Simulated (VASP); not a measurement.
Sr, 2 atoms in the cell. It takes space group P6_3/mmc (No. 194, hexagonal). The conventional cell has a = 3.722 Å, b = 3.722 Å, c = 5.479 Å, α = 90.00°, β = 90.00°, γ = 120.00°. Within 4.6 Å of Sr (site symmetry -6m2) lie 12 Sr at 3.48 to 3.72 Å.  This cell differs from its parent crystal: Be replaced by Sr, lengths x 1.619, strained.

```yaml
Program: VASP 6.6.1
Task: single point
Functional: PBE
Potentials_or_basis: VASP PAW PBE potentials, release 64 (Sr_sv)
Cutoff: 520 eV
k_mesh: 15 × 15 × 8
Occupations: gaussian, width 0.1 eV
Spin: no spin polarisation
Dipole_correction: no
Further_INCAR_settings: ALGO = Fast; EDIFF = 1e-07; NBANDS = 17
```

Potentials or basis: VASP PAW PBE potentials, release 64 (Sr_sv).

The run is started by

```sh
$ cat potpaw_PBE.64/Sr_sv/POTCAR > POTCAR
$ mpirun -np 1 vasp_std > vasp.out
```

Hardware: 1 thread of Intel(R) Xeon(R) Platinum 8488C (Sapphire Rapids) (shared host).

Task: Estimate the wall time of this run.

Result: Wall time 2.1 min on 1 thread of Intel(R) Xeon(R) Platinum 8488C (Sapphire Rapids), on a shared host, peak memory 0.26 GiB. Counts: scf iterations 20, k points 135.
